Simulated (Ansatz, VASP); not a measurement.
**One calculation of KMgF3, two programs**

Contents of INCAR:

```
ALGO = Normal ; EDIFF = 1E-6
ENCUT = 520 ; GGA = PS
ISIF = 2 ; ISMEAR = 0
LASPH = True ; LCHARG = True
LELF = True ; LREAL = False
LVHAR = True ; LWAVE = False
NBANDS = 24 ; NELM = 80
PREC = Accurate ; SIGMA = 0.05
```

The input KPOINTS:

```
k-points
0
Gamma
  6 6 6
```

The input POSCAR:

```
KMgF3
1.0
    4.0456885000      0.0000000000      0.0000000000
    0.0000000000      4.0456885000      0.0000000000
    0.0000000000      0.0000000000      4.0456885000
K Mg F
1 1 3
Direct
    0.5000000000      0.5000000000      0.5000000000
    0.0000000000      0.0000000000      0.0000000000
    0.5000000000      0.0000000000      0.0000000000
    0.0000000000      0.5000000000      0.0000000000
    0.0000000000      0.0000000000      0.5000000000
```

Input for Ansatz:

```yaml
crystal:
  lattice:
    - [4.0456885, 0.0, 0.0]
    - [0.0, 4.0456885, 0.0]
    - [0.0, 0.0, 4.0456885]
  atoms:
    - { symbol: K, position: [0.5, 0.5, 0.5] }
    - { symbol: Mg, position: [0.0, 0.0, 0.0] }
    - { symbol: F, position: [0.5, 0.0, 0.0] }
    - { symbol: F, position: [0.0, 0.5, 0.0] }
    - { symbol: F, position: [0.0, 0.0, 0.5] }
basis:
  ecutwfc: 420
kpoints:
  mp_grid: { grid: [6, 6, 6] }
hamiltonian:
  xc: pbesol
scf:
  occupations: { method: gaussian, width: 0.05 }
output:
  forces: true
  stress: true
  eigenvalues: true
```

Change from the starting cell: strain +0.015 along x and y, +0.015 along z, atoms carried along.

Alike in both runs: task single point; functional PBEsol; k mesh 6 × 6 × 6; occupations gaussian, width 0.05 eV; no spin polarisation.

|  | VASP | Ansatz |
| --- | --- | --- |
| version | VASP 6.6.1 | Ansatz 0.2.0 |
| potentials or method | VASP PAW PBE potentials, release 64 (K_sv, Mg, F), cutoff 520 eV | scalar-relativistic, plane waves, PAW |
| valence electrons in the cell | 32 | 40 |

```tsv
	VASP	Ansatz	Ansatz less VASP
gap on the k mesh at the Fermi level (eV)	6.80	6.83	+0.025
least direct gap on the mesh (eV)	7.13	7.15	+0.023
pressure (GPa)	-3.1	-2.7	+0.40
```

VASP's potentials were made for PBE, not for PBEsol. VASP's potentials hold 32 valence electrons a cell and Ansatz's 40, so a difference there can come from the potentials and not from the codes.
